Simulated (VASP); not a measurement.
HfO2: single point with PBE

HfO2:

```
Hf O
1.0
     3.55802    0.00000    0.00000
     0.00000    3.55802    0.00000
     0.00000    0.00000    5.17186
Hf O
2 4
Cartesian
  0.0000 0.0000 0.0000
  1.7790 1.7790 2.5859
  0.0000 1.7790 1.0199
  1.7790 0.0000 1.5660
  1.7790 0.0000 4.1519
  0.0000 1.7790 3.6059
```

```
Program             : VASP 6.6.1
Task                : single point
Functional          : PBE
Potentials or basis : VASP PAW PBE potentials, release 64 (Hf_pv, O)
Cutoff              : 520 eV
k mesh              : 6 × 6 × 5
Occupations         : fermi-dirac, width 0.05 eV
Spin                : no spin polarisation
```

```
Pressure               : 6.5 GPa
Largest force          : 0.099 eV/Å
Band gap on the k mesh : 4.76 eV (least direct gap 4.83 eV)
```

Forces on the atoms (eV/Å):
```
Hf   0.000  0.000  0.000
Hf   0.000  0.000  0.000
O    0.000  0.000  0.099
O    0.000  0.000 -0.099
O    0.000  0.000 -0.099
O    0.000  0.000  0.099
```

Stress tensor (GPa, compression positive):
```
6.79 0.00 0.00
0.00 6.79 0.00
0.00 0.00 6.00
```

Levels at points of the mesh, in eV from the valence-band top:
```tsv
k point	band 20	band 21	band 22	band 23	band 24	band 25
(0.00, 0.00, 0.00)	-0.12	-0.07	-0.07	4.76	4.77	6.01
(0.50, 0.00, 0.00)	-1.43	-0.13	-0.13	5.16	5.16	6.19
(0.50, 0.50, 0.00)	-0.78	-0.53	-0.53	5.80	5.80	6.17
```

Wall time 91 s on 1 thread of Intel Xeon 8259CL, with other jobs on the host, peak memory 0.21 GiB.

Caveat: the cell stands under pressure; spin-orbit coupling is left out, which moves the levels of the heavy elements; an odd mesh through Γ misses points on the zone boundary, where band edges can lie.
